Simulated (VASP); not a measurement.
Input of a VASP 6.6.1 run:

INCAR

```
SYSTEM = BaZrO3
ALGO     = Normal         ! electronic algorithm
EDIFF    = 1E-7           ! SCF threshold, eV
ENCUT    = 520            ! plane-wave cutoff, eV
GGA      = PE             ! functional
ISIF     = 2              ! what is computed and relaxed
ISMEAR   = 0              ! smearing method
LASPH    = .True.         ! aspherical terms in the spheres
LCHARG   = .False.        ! write CHGCAR
LREAL    = .False.        ! projectors in reciprocal space
LWAVE    = .False.        ! write WAVECAR
NBANDS   = 28             ! bands
NELM     = 60             ! most SCF steps
PREC     = Accurate       ! precision mode
SIGMA    = 0.01           ! smearing width, eV
```

Contents of KPOINTS:

```
k-points
0
Gamma
  6 6 6
  0 0 0
```

File POSCAR:

```
BaZrO3
1.0
    4.1844611069      0.0000000000      0.0000000000
    0.0000000000      4.1844611069      0.0000000000
    0.0000000000      0.0000000000      4.1844611069
Ba Zr O
1 1 3
Direct
    0.0000000000      0.0000000000      0.0000000000
    0.5000000000      0.5000000000      0.5000000000
    0.0000000000      0.5000000000      0.5000000000
    0.5000000000      0.0000000000      0.5000000000
    0.5000000000      0.5000000000      0.0000000000
```

Potentials or basis: VASP PAW PBE potentials, release 64 (Ba_sv, Zr_sv, O).

Command:

```bash
$ cat potpaw_PBE.64/Ba_sv/POTCAR potpaw_PBE.64/Zr_sv/POTCAR potpaw_PBE.64/O/POTCAR > POTCAR
$ mpirun -np 1 vasp_std > vasp.out
```

Question: What does it give for the band gap on the k mesh?

Answer: 3.20 eV (least direct gap 3.42 eV).

Question: Estimate the pressure.

Answer: 6.0 GPa.

Caveat: the cell stands under pressure; spin-orbit coupling is left out, which moves the levels of the heavy elements. PBE gaps usually lie below the measured ones, often by a third to a half.
